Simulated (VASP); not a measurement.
Write the native input for VASP 6.6.1 that does the following.

- Task: single point
- Functional: BLYP
- Potentials or basis: VASP PAW PBE potentials, release 64 (Ca_sv)
- Cutoff: 520 eV
- k mesh: 16 × 16 × 16
- Occupations: fermi-dirac, width 0.1 eV
- Spin: no spin polarisation
- Dipole correction: no
- Further INCAR settings: ALGO = Normal; EDIFF = 1e-06; NBANDS = 11

The structure of Ca lies in POSCAR:

```
Ca
1.0
    0.0000000000      2.7334524327      2.7334524327
    2.7334524327      0.0000000000      2.7334524327
    2.7334524327      2.7334524327      0.0000000000
Ca
1
Direct
    0.0000000000      0.0000000000      0.0000000000
```

This cell differs from its parent crystal: volume scaled by 0.96.

These files were run (other wordings do the same):

INCAR

```
SYSTEM = Ca
PREC = Accurate
ENCUT = 520
EDIFF = 1E-6
ISMEAR = -1
SIGMA = 0.1
LREAL = .False.
LASPH = .True.
NELM = 60
ALGO = Normal
ISIF = 2
LWAVE = .False.
LCHARG = .False.
GGA = B5
ALDAX = 1.0
AGGAX = 1.0
AGGAC = 1.0
ALDAC = 0.0
NBANDS = 11
```

KPOINTS

```
Automatic mesh
0
Gamma
  16 16 16
  0 0 0
```

Potentials or basis: VASP PAW PBE potentials, release 64 (Ca_sv).

Command:

```console
$ cat potpaw_PBE.64/Ca_sv/POTCAR > POTCAR
$ mpirun -np 1 vasp_std > vasp.out
```

It gave:

| Quantity | Value |
| --- | --- |
| Pressure | 0.7 GPa |
| Band gap on the k mesh | zero (band 5 reaches 2.66 eV, above the bottom of band 6 at 2.49 eV) |

Caveat: the PAW data sets were made with another functional, which shifts forces and pressure a little.

Run time: 64 s on 1 thread of Intel Xeon 6975P-C, with other jobs on the host, peak memory 0.21 GiB.
